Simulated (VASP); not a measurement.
The system is SiTe4H.

```
Si Te H
1.0
     6.21956    0.00000    0.00000
     0.00000    6.21956    0.00000
     0.00000    0.00000    4.91392
Si Te H
1 4 1
Direct
  0.00000 0.00000 0.00000
  0.21653 0.50000 0.50000
  0.78347 0.50000 0.50000
  0.50000 0.78347 0.50000
  0.50000 0.21653 0.50000
  0.50000 0.50000 0.50000
```

- Program: VASP 6.6.1
- Task: relaxation of cell and atoms
- Functional: PBE
- Potentials or basis: VASP PAW PBE potentials, release 64 (Si, Te, H)
- Cutoff: 600 eV
- k mesh: 4 × 4 × 4
- Occupations: gaussian, width 0.1 eV
- Spin: no spin polarisation

At the start: pressure 23.3 GPa; volume 31.68 Å³/atom.

Q: Where does the relaxation end?

A: Over 39 steps the energy falls by 1421.2 meV/atom and the volume is 29.32 Å³/atom (-7.4 %); space group P4/mmm (No. 123, to 0.05 Å).

Step by step:
```tsv
step	energy change (eV)	largest force (eV/Å)	pressure (GPa)	volume (Å³)
1	0.0000	7.7605	23.28	190.09
2	-4.2640	0.8226	-2.06	334.88
3	-4.5583	0.9431	-2.14	320.80
4	-4.8467	1.0694	-2.13	307.80
5	-5.9722	1.5857	0.51	245.85
6	-5.9774	1.5427	0.95	242.19
7	-5.9758	1.5732	0.67	244.45
8	-6.2735	0.2602	-1.68	252.18
9	-6.2746	0.2169	-1.78	252.66
10	-6.4380	0.0035	-1.30	239.50
11	-6.5779	0.3863	-0.14	221.45
12	-6.5953	0.6006	0.63	213.38
13	-6.6865	0.7094	0.68	208.12
14	-6.8775	0.8406	1.08	196.18
15	-7.4404	1.1851	3.30	172.05
16	1.1386	2.9995	47.81	122.78
17	-7.4869	1.3793	3.72	169.97
18	-7.0964	1.8932	13.27	146.53
19	-7.6289	1.7634	4.73	165.45
20	-7.7044	1.8357	7.85	156.02
21	-7.7359	1.8113	6.24	160.09
22	-7.8024	1.7279	6.62	158.74
23	-7.8291	1.6279	7.19	157.17
24	-7.9004	1.5261	6.63	158.31
25	-8.0844	1.2372	5.07	161.76
26	-8.3311	0.7623	2.43	168.80
27	-8.4449	0.2401	-1.36	183.48
28	-8.4553	0.2994	-0.72	180.39
29	-8.4556	0.3146	-0.57	179.75
30	-8.4626	0.3016	-0.49	179.27
31	-8.4784	0.2734	-0.21	177.84
32	-8.4875	0.2467	0.42	174.97
33	-8.4968	0.2312	0.42	174.78
34	-8.5181	0.1069	0.46	174.21
35	-8.4746	0.5348	0.93	173.06
36	-8.5208	0.0277	0.50	174.02
37	-8.5210	0.0059	0.52	173.95
38	-8.5268	0.0043	0.13	175.46
39	-8.5271	0.0042	0.00	175.95
```

Final structure:
```
Si Te H
1.0
     7.49672    0.00000    0.00000
     0.00000    7.49672    0.00000
     0.00000    0.00000    3.13071
Si Te H
1 4 1
Direct
  0.00000 0.00000 0.00000
  0.19286 0.50000 0.50000
  0.80714 0.50000 0.50000
  0.50000 0.80714 0.50000
  0.50000 0.19286 0.50000
  0.50000 0.50000 0.50000
```
